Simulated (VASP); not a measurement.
The system is Ta.

```
Ta
1.0
    -1.65128    1.65128    1.65128
     1.65128   -1.65128    1.65128
     1.65128    1.65128   -1.65128
Ta
1
Direct
  0.00000 0.00000 0.00000
```

* Program: VASP 6.6.1
* Task: relaxation of cell and atoms
* Functional: LDA
* Potentials or basis: VASP PAW LDA potentials, release 64 (Ta_sv_GW)
* Cutoff: 500 eV
* k mesh: 9 × 9 × 9
* Occupations: gaussian, width 0.05 eV
* Spin: no spin polarisation

At the start: pressure -10.6 GPa; volume 18.01 Å³/atom.

Where does the relaxation end?

Over 4 steps the energy falls by 31.9 meV/atom and the volume is 17.10 Å³/atom (-5.0 %); space group Im-3m (No. 229, to 0.1 Å) before and after.

Step by step:
```
step  energy change (eV)  largest force (eV/Å)  pressure (GPa)  volume (Å³)
   1              0.0000                0.0000          -10.60        18.01
   2              0.1771                0.0000           36.03        15.08
   3             -0.0318                0.0000           -0.81        17.16
   4             -0.0319                0.0000           -0.09        17.10
```

Final structure:
```
Ta
1.0
    -1.62304    1.62304    1.62304
     1.62304   -1.62304    1.62304
     1.62304    1.62304   -1.62304
Ta
1
Cartesian
  0.0000 0.0000 0.0000
```
